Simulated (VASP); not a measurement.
# SnO (Pm-3m) in VASP: a series of runs

The runs below take SnO through single point, relaxation of cell and atoms, with PBE.

Program: VASP 6.6.1. These are calculated values, not measurements. Logs are shortened: lines on timing, memory, paths and dates and some standing lists are left out, and cuts for length are marked.

**1. The cell of the first run**

Symmetry: Pm-3m, No. 221, cubic system. The conventional cell has a = 3.132 Å, b = 3.132 Å, c = 3.132 Å, α = 90.00°, β = 90.00°, γ = 90.00°. Within 3.6 Å of Sn (site symmetry m-3m) lie 8 O at 2.71 Å and 6 Sn at 3.13 Å. Within 3.6 Å of O (site symmetry m-3m) lie 8 Sn at 2.71 Å and 6 O at 3.13 Å.

**2. Single point, PBE**

Input file INCAR:

```
  PREC = Accurate
  ENCUT = 520
  EDIFF = 1E-6
  ISMEAR = 0
  SIGMA = 0.1
  LREAL = False
  LASPH = True
  NELM = 80
  ALGO = Normal
  ISIF = 2
  LWAVE = False
  LCHARG = False
  GGA = PE
  NBANDS = 17
```

Input file KPOINTS:

```
regular mesh
0
Gamma
  18 18 18
```

Input file POSCAR:

```
SnO
1.0
    3.1319266813      0.0000000000      0.0000000000
    0.0000000000      3.1319266813      0.0000000000
    0.0000000000      0.0000000000      3.1319266813
Sn O
1 1
Direct
    0.0000000000      0.0000000000      0.0000000000
    0.5000000000      0.5000000000      0.5000000000
```

Potentials or basis: VASP PAW PBE potentials, release 64 (Sn_d, O).

On the command line:

```console
$ cat potpaw_PBE.64/Sn_d/POTCAR potpaw_PBE.64/O/POTCAR > POTCAR
$ mpirun -np 1 vasp_std > vasp.out
```

OUTCAR:

```text
PREC = Accurate
   ENCUT = 520
   EDIFF = 1E-6
   ISMEAR = 0
   LREAL = False
   LASPH = True
   NELM = 80
   ISIF = 2
   GGA = PE

 ion  position               nearest neighbor table
   1  0.000  0.000  0.000-   2 2.71   2 2.71   2 2.71   2 2.71   2 2.71   2 2.71   2 2.71   2 2.71

   2  0.500  0.500  0.500-   1 2.71   1 2.71   1 2.71   1 2.71   1 2.71   1 2.71   1 2.71   1 2.71

  LATTYP: Found a simple cubic cell.
 ALAT       =     3.1319266813

  Lattice vectors:

 A1 = (   3.1319266813,   0.0000000000,   0.0000000000)
 A2 = (   0.0000000000,   3.1319266813,   0.0000000000)
 A3 = (   0.0000000000,   0.0000000000,   3.1319266813)

Analysis of symmetry for initial positions (statically):
=====================================================================
 Subroutine PRICEL returns:
 Original cell was already a primitive cell.

 Routine SETGRP: Setting up the symmetry group for a
 simple cubic supercell.

 Subroutine GETGRP returns: Found 48 space group operations
 (whereof 48 operations were pure point group operations)
 out of a pool of 48 trial point group operations.

The static configuration has the point symmetry O_h .

Analysis of symmetry for dynamics (positions and initial velocities):
=====================================================================
 Subroutine PRICEL returns:
 Original cell was already a primitive cell.

 Routine SETGRP: Setting up the symmetry group for a
 simple cubic supercell.

 Subroutine GETGRP returns: Found 48 space group operations
 (whereof 48 operations were pure point group operations)
 out of a pool of 48 trial point group operations.

The dynamic configuration has the point symmetry O_h .

 Subroutine INISYM returns: Found 48 space group operations
 (whereof 48 operations are pure point group operations),
 and found     1 'primitive' translations

----------------------------------------------------------------------------------------

                                     Primitive cell

  volume of cell :      30.7210

  direct lattice vectors                    reciprocal lattice vectors
     3.131926681  0.000000000  0.000000000     0.319292277  0.000000000  0.000000000
     0.000000000  3.131926681  0.000000000     0.000000000  0.319292277  0.000000000
     0.000000000  0.000000000  3.131926681     0.000000000  0.000000000  0.319292277

  length of vectors
     3.131926681  3.131926681  3.131926681     0.319292277  0.319292277  0.319292277

  position of ions in fractional coordinates (direct lattice)
     0.000000000  0.000000000  0.000000000
     0.500000000  0.500000000  0.500000000

  ion indices of the primitive-cell ions
   primitive index   ion index
                 1           1
                 2           2

----------------------------------------------------------------------------------------

 KPOINTS: regular mesh

Automatic generation of k-mesh.
 Grid dimensions read from file:
 generate k-points for:   18   18   18

 Generating k-lattice:

  Cartesian coordinates                     Fractional coordinates (reciprocal lattice)
     0.017738460  0.000000000  0.000000000     0.055555556  0.000000000  0.000000000
     0.000000000  0.017738460  0.000000000     0.000000000  0.055555556  0.000000000
     0.000000000  0.000000000  0.017738460     0.000000000  0.000000000  0.055555556

  Length of vectors
     0.017738460  0.017738460  0.017738460

  Shift w.r.t. Gamma in fractional coordinates (k-lattice)
     0.000000000  0.000000000  0.000000000

 Subroutine IBZKPT returns following result:
 ===========================================

 Found    220 irreducible k-points:

 Following reciprocal coordinates:
            Coordinates               Weight
  0.000000  0.000000  0.000000      1.000000
  0.055556  0.000000  0.000000      6.000000
  0.111111  0.000000  0.000000      6.000000
  0.166667  0.000000  0.000000      6.000000
  0.222222  0.000000  0.000000      6.000000
  0.277778  0.000000  0.000000      6.000000
[... 16 lines left out ...]
  0.277778  0.111111  0.000000     24.000000
  0.333333  0.111111  0.000000     24.000000
 [... further k-points ...]
   k-points           NKPTS =    220   k-points in BZ     NKDIM =    220   number of bands    NBANDS=     17
   number of dos      NEDOS =    301   number of ions     NIONS =      2
   total plane-waves  NPLWV =  13824
   dimension x,y,z NGX =    24 NGY =   24 NGZ =   24
   dimension x,y,z NGXF=    48 NGYF=   48 NGZF=   48
   ions per type =               1   1
   NGX,Y,Z   is equivalent  to a cutoff of  12.74, 12.74, 12.74 a.u.
   NGXF,Y,Z  is equivalent  to a cutoff of  25.48, 25.48, 25.48 a.u.
 SYSTEM =  unknown system
   PREC   = accura    normal or accurate (medium, high low for compatibility)
   ISTART =      0    job   : 0-new  1-cont  2-samecut
   ICHARG =      2    charge: 1-file 2-atom 10-const
   ISPIN  =      1    spin polarized calculation?
   LNONCOLLINEAR =      F non collinear calculations
   LSORBIT =      F    spin-orbit coupling
   LASPH  =      T    aspherical Exc in radial PAW
   ENCUT  =  520.0 eV  38.22 Ry    6.18 a.u.   5.82  5.82  5.82*2*pi/ulx,y,z
   NELM   =     80;   NELMIN=  2; NELMDL= -5     # of ELM steps
   EDIFF  = 0.1E-05   stopping-criterion for ELM
   LREAL  =      F    real-space projection
   EDIFFG = 0.1E-04   stopping-criterion for IOM
   NSW    =      0    number of steps for IOM
   IBRION =     -1    ionic relax: 0-MD 1-quasi-New 2-CG
   NFREE  =      0    steps in history (QN), initial steepest desc. (CG)
   ISIF   =      2    stress and relaxation
   ISYM   =      2    0-nonsym 1-usesym 2-fastsym
   POTIM  = 0.5000    time-step for ionic-motion
   TEBEG  =    0.0;   TEEND  =   0.0 temperature during run
   PSTRESS=    0.0 pullay stress
   NELECT =      20.0000    total number of electrons
   NUPDOWN=      -1.0000    fix difference up-down
   EMIN   =  10.00;   EMAX   =-10.00  energy-range for DOS
   EFERMI =   0.00;   METHOD = LEGACY
   ISMEAR =     0;   SIGMA  =   0.10  broadening in eV -4-tet -1-fermi 0-gaus
   EFERMI_NEDOS =   21; number of points for ismear=-14 and -15
   IALGO  =     38    algorithm
   IMIX   =      4    mixing-type and parameters
     AMIX     =   0.40;   BMIX     =  1.00
     AMIX_MAG =   1.60;   BMIX_MAG =  1.00
  volume/ion in A,a.u.               =      15.36       103.66
  Fermi-wavevector in a.u.,A,eV,Ry     =   1.418861  2.681259 27.390801  2.013167
  Thomas-Fermi vector in A             =   2.539942
   LORBIT       =      0    0 simple, 1 ext, 2 COOP (PROOUT), +10 PAW based schemes
   GGA     = PE    functional components
   LHFCALC =     F    Hartree Fock is set to
   AEXX    =    0.0000 exact exchange contribution
   IVDW    =     0    specifies the selected vdW correction
   LEPSILON=     F    determine dielectric tensor
   LRPA    =     F    only Hartree local field effects (RPA)
 non-spin polarized calculation
 Gauss-broadening in eV      SIGMA  =   0.10
  energy-cutoff  :      520.00
  volume of cell :       30.72
 maximum number of plane-waves:       849
 NGX is ok and might be reduce to    24
   NGX = 11   NGY = 11   NGZ = 11

 number of electron      19.9999986 magnetization

 Free energy of the ion-electron system (eV)
  ---------------------------------------------------
  ext. energy  EPLUGINS =         0.00000000
  ---------------------------------------------------
  free energy    TOTEN  =        -9.84148255 eV

  energy without entropy =       -9.84080288  energy(sigma->0) =       -9.84114272

 E-fermi :   8.1142     XC(G=0): -11.2661

 val. band max:        8.1131844026   @ k =   0.5000   0.1111   0.0556
 cond. band min:       8.1616499314   @ k =   0.5000   0.4444   0.4444
 fundamental gap:      0.0484655288
 Fermi energy:         8.1141927360

 k-point     1 :       0.0000    0.0000    0.0000
  band No.  band energies     occupation
      1     -13.7015      2.00000
      2     -13.7015      2.00000
      3     -13.3530      2.00000
      4     -13.3530      2.00000
      5     -13.3530      2.00000
      6      -9.8649      2.00000
[... 9 lines left out ...]
     16      26.7345      0.00000
     17      27.5511      0.00000

 k-point     2 :       0.0556    0.0000    0.0000
  band No.  band energies     occupation
      1     -13.7010      2.00000
      2     -13.6939      2.00000
      3     -13.3557      2.00000
      4     -13.3557      2.00000
      5     -13.3528      2.00000
      6      -9.8472      2.00000
[... 9 lines left out ...]
     16      26.8871      0.00000
     17      26.9962      0.00000

 k-point     3 :       0.1111    0.0000    0.0000
  band No.  band energies     occupation
      1     -13.6997      2.00000
      2     -13.6721      2.00000
      3     -13.3633      2.00000
      4     -13.3633      2.00000
      5     -13.3522      2.00000
      6      -9.7950      2.00000
[... 9 lines left out ...]
     16      25.9051      0.00000
     17      26.7385      0.00000

 k-point     4 :       0.1667    0.0000    0.0000
  band No.  band energies     occupation
      1     -13.6977      2.00000
      2     -13.6387      2.00000
      3     -13.3748      2.00000
      4     -13.3748      2.00000
      5     -13.3512      2.00000
      6      -9.7129      2.00000
[... 9 lines left out ...]
     16      24.7450      0.00000
     17      26.2264      0.00000
[... 343 lines left out ...]
      1     -13.6748      2.00000
      2     -13.5862      2.00000
      3     -13.4047      2.00000
      4     -13.3879      2.00000
      5     -13.3599      2.00000
      6      -9.5396      2.00000
[... 9 lines left out ...]
     16      23.0022      0.00000
     17      25.3775      0.00000

 k-point    23 :       0.2778    0.1111    0.0000
  band No.  band energies     occupation
      1     -13.6717      2.00000
      2     -13.5426      2.00000
      3     -13.4219      2.00000
      4     -13.4027      2.00000
      5     -13.3585      2.00000
      6      -9.4248      2.00000
[... 9 lines left out ...]
     16      22.4649      0.00000
     17      25.1358      0.00000

 k-point    24 :       0.3333    0.1111    0.0000
  band No.  band energies     occupation
      1     -13.6690      2.00000
      2     -13.5014      2.00000
      3     -13.4380      2.00000
      4     -13.4166      2.00000
      5     -13.3572      2.00000
      6      -9.3121      2.00000
[... 9 lines left out ...]
     16      23.1265      0.00000
     17      24.8131      0.00000

 [... further k-points ...]

------------------------ aborting loop because EDIFF is reached ----------------------------------------

  FORCE on cell =-STRESS in cart. coord.  units (eV):
  Direction    XX          YY          ZZ          XY          YZ          ZX
  --------------------------------------------------------------------------------------
  -------------------------------------------------------------------------------------
  Total       -0.0135792     -0.0135792     -0.0135792     -0.0000000     -0.0000000      0.0000000
  in kB       -0.7081922     -0.7081922     -0.7081922     -0.0000000     -0.0000000      0.0000000
  external PRESSURE =      -0.7081922 kB  Pullay stress =       0.0000000 kB

 VOLUME and BASIS-vectors are now :
 -----------------------------------------------------------------------------
  energy-cutoff  :      520.00
  volume of cell :       30.72
      direct lattice vectors                 reciprocal lattice vectors
     3.131926681  0.000000000  0.000000000     0.319292277  0.000000000  0.000000000
     0.000000000  3.131926681  0.000000000     0.000000000  0.319292277  0.000000000
     0.000000000  0.000000000  3.131926681     0.000000000  0.000000000  0.319292277

 POSITION                                       TOTAL-FORCE (eV/Angst)
 -----------------------------------------------------------------------------------
      0.00000      0.00000      0.00000         0.000000      0.000000      0.000000
      1.56596      1.56596      1.56596         0.000000      0.000000      0.000000
 -----------------------------------------------------------------------------------
    total drift:                                0.000000      0.000000     -0.000000

  FREE ENERGIE OF THE ION-ELECTRON SYSTEM (eV)
  ---------------------------------------------------
  free  energy   TOTEN  =        -9.8414825511 eV

  energy  without entropy=       -9.8408028847  energy(sigma->0) =       -9.84114272
```

Run time: 33 s. Hardware: 1 thread of Intel Xeon 6975P-C (Granite Rapids), shared host; peak memory 0.22 GiB.

Results:

```
Free energy            : -9.8415 eV
Pressure               : -0.1 GPa
Band gap on the k mesh : zero (bands 10 and 11 overlap by 0.07 eV)
```

Caveat: semilocal functionals underestimate gaps, so a narrow gap can read as zero; spin-orbit coupling is left out, which moves the levels of the heavy elements.

**3. Relaxation of cell and atoms, PBE**

This run uses another cell than the first one, of 15.74 Å³/atom.

Input file INCAR:

```
ALGO     = Normal         # electronic algorithm
EDIFF    = 1E-6           # SCF threshold, eV
EDIFFG   = -0.01          # ionic threshold
ENCUT    = 600            # plane-wave cutoff, eV
GGA      = PE             # functional
IBRION   = 2              # ionic algorithm
ISIF     = 3              # what is computed and relaxed
ISMEAR   = 0              # smearing method
LASPH    = T              # aspherical terms in the spheres
LCHARG   = F              # write CHGCAR
LREAL    = F              # projectors in reciprocal space
LWAVE    = F              # write WAVECAR
NELM     = 60             # most SCF steps
NSW      = 100            # ionic steps
PREC     = Accurate       # precision mode
SIGMA    = 0.02           # smearing width, eV
```

Input file KPOINTS:

```
k-points
0
Gamma
  12 12 12
```

Input file POSCAR:

```
SnO
1.0
    3.1575173600      0.0000000000      0.0000000000
    0.0000000000      3.1575173600      0.0000000000
    0.0000000000      0.0000000000      3.1575173600
Sn O
1 1
Direct
    0.0000000000      0.0000000000      0.0000000000
    0.5000000000      0.5000000000      0.5000000000
```

Potentials or basis: VASP PAW PBE potentials, release 64 (Sn_d, O).

On the command line:

```console
$ cat potpaw_PBE.64/Sn_d/POTCAR potpaw_PBE.64/O/POTCAR > POTCAR
$ mpirun -np 1 vasp_std > vasp.out
```

Wall time 47 s (1 thread of Intel Xeon 6975P-C (Granite Rapids), shared host); peak memory 0.19 GiB.

It converged, with:

| Quantity | Value |
| --- | --- |
| Free energy | -9.8432 eV |
| Relaxed volume | 15.34 Å³/atom |
| Relaxed cell | a = 3.131 Å, b = 3.131 Å, c = 3.131 Å, α = 90.00°, β = 90.00°, γ = 90.00° |
| Space group after relaxing (to 0.1 Å) | Pm-3m (No. 221) |
| Energy gained by relaxing | 3.1 meV/atom |
| Ionic steps | 3 |
| Pressure after relaxing | 0.0 GPa |
| Band gap on the k mesh | zero (bands 10 and 11 overlap by 0.09 eV) |

The path:
```csv
step,energy change (eV),largest force (eV/Å),pressure (GPa),volume (Å³)
1,0.0000,0.0000,-2.41,31.48
2,-0.0054,0.0000,0.83,30.41
3,-0.0061,0.0000,0.00,30.68
```

Final structure:
```xyz
2
Lattice="3.1305 0.0000 0.0000 0.0000 3.1305 0.0000 0.0000 0.0000 3.1305" Properties=species:S:1:pos:R:3 pbc="T T T"
Sn    0.0000    0.0000    0.0000
O     1.5653    1.5653    1.5653
```

Levels at points of the mesh, in eV from the Fermi level:
```csv
k point,band 8,band 9,band 10,band 11,band 12,band 13
"(0.00, 0.00, 0.00)",-2.55,-2.55,-2.55,7.84,7.84,7.84
"(0.50, 0.00, 0.00)",-1.82,-1.82,-1.16,0.33,7.01,7.01
"(0.50, 0.50, 0.00)",-5.47,-4.87,-1.68,3.32,3.32,8.50
"(0.50, 0.50, 0.50)",-3.34,-3.34,-1.50,-0.10,-0.10,-0.10
```

Caveat: semilocal functionals underestimate gaps, so a narrow gap can read as zero; spin-orbit coupling is left out, which moves the levels of the heavy elements.

[end of part 1 of 2]
